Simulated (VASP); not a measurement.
GaO3:

```
Ga O
1.0
     3.30666    0.00000    0.00000
    -1.65333    2.86365    0.00000
     0.00000    0.00000    5.51176
Ga O
1 3
Direct
  0.00000 0.00000 0.50000
  0.33333 0.66667 0.62664
  0.66667 0.33333 0.37336
  0.00000 0.00000 0.00000
```

The cell was built from a structure type or drawn by symmetry, and may not be a known phase.

* Program: VASP 6.6.1
* Task: relaxation of cell and atoms
* Functional: PBE
* Potentials or basis: VASP PAW PBE potentials, release 64 (Ga_d, O)
* Cutoff: 600 eV
* k mesh: 6 × 6 × 4
* Occupations: gaussian, width 0.1 eV
* Spin: collinear spin, ferromagnetic start
* Starting moments: [0.0, 1.0, 1.0, 1.0] μB

At the start: pressure -3.5 GPa; volume 13.05 Å³/atom.

Problem. Where does the relaxation end?

Solution. Over 11 steps the energy falls by 177.9 meV/atom and the volume is 10.96 Å³/atom (-16.0 %); space group P-3m1 (No. 164, to 0.1 Å) before and after; moment 3.00 μB per cell.

Step by step:
```
step  energy change (eV)  largest force (eV/Å)  pressure (GPa)  volume (Å³)
   1              0.0000                1.7405           -3.54        52.19
   2             -0.3251                1.2620           -3.51        50.04
   3             -0.6913                0.0385           -3.10        45.76
   4             -0.6997                0.2498           -2.83        44.91
   5             -0.7001                0.1870           -2.94        45.09
   6             -0.6943                0.2995            3.90        42.92
   7             -0.7093                0.0161            0.02        44.13
   8             -0.7104                0.0263           -0.06        44.07
   9             -0.7113                0.0416           -0.08        43.97
  10             -0.7113                0.0447           -0.09        43.95
  11             -0.7116                0.0108           -0.06        43.86
```

Final structure:
```cif
data_structure
_symmetry_space_group_name_H-M 'P 1'
_symmetry_Int_Tables_number 1
_cell_length_a 3.0667
_cell_length_b 3.0667
_cell_length_c 5.3847
_cell_angle_alpha 90.000
_cell_angle_beta 90.000
_cell_angle_gamma 120.000
_cell_volume 43.86
loop_
_atom_site_label
_atom_site_type_symbol
_atom_site_fract_x
_atom_site_fract_y
_atom_site_fract_z
_atom_site_occupancy
Ga1 Ga 0.00000 0.00000 0.50000 1
O1 O 0.33333 0.66667 0.67920 1
O2 O 0.66667 0.33333 0.32079 1
O3 O 0.00000 0.00000 0.00000 1
```

Caveat: the k points lie up to 0.39 Å⁻¹ apart in the final cell; the volume moved by over 15 % at a fixed basis, so the end points are rough.
